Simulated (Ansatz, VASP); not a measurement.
## Cu: VASP beside Ansatz

```xyz
1
Lattice="0.0000 1.8250 1.8250 1.8250 0.0000 1.8250 1.8250 1.8250 0.0000" Properties=species:S:1:pos:R:3 pbc="T T T"
Cu    0.0000    0.0000    0.0000
```

Alike in both runs: task relaxation of cell and atoms; functional LDA; k mesh 10 × 10 × 10; occupations gaussian, width 0.1 eV; no spin polarisation.

```csv
,VASP,Ansatz
version,VASP 6.6.1,Ansatz 0.2.0
potentials or method,"VASP PAW LDA potentials, release 64 (Cu_sv_GW), cutoff 700 eV","scalar-relativistic, plane waves, PAW"
valence electrons in the cell,19,19
```

|  | VASP | Ansatz | Ansatz less VASP |
| --- | --- | --- | --- |
| gap on the k mesh at the Fermi level, each at its own relaxed structure (eV) | none | none | - |
| relaxed volume (Å³/atom) | 10.75 | 10.90 | +0.148 |
| relaxed cell length with the largest relative difference (Å) | 2.477 | 2.489 | +0.0113 |

Ansatz warns that its potentials were made for another functional, while VASP's fit it. LDA's correlation is that of Perdew and Zunger in VASP and of Perdew and Wang (1992) in Ansatz. A gap of «none» marks a metal or a gap that the smearing closes.
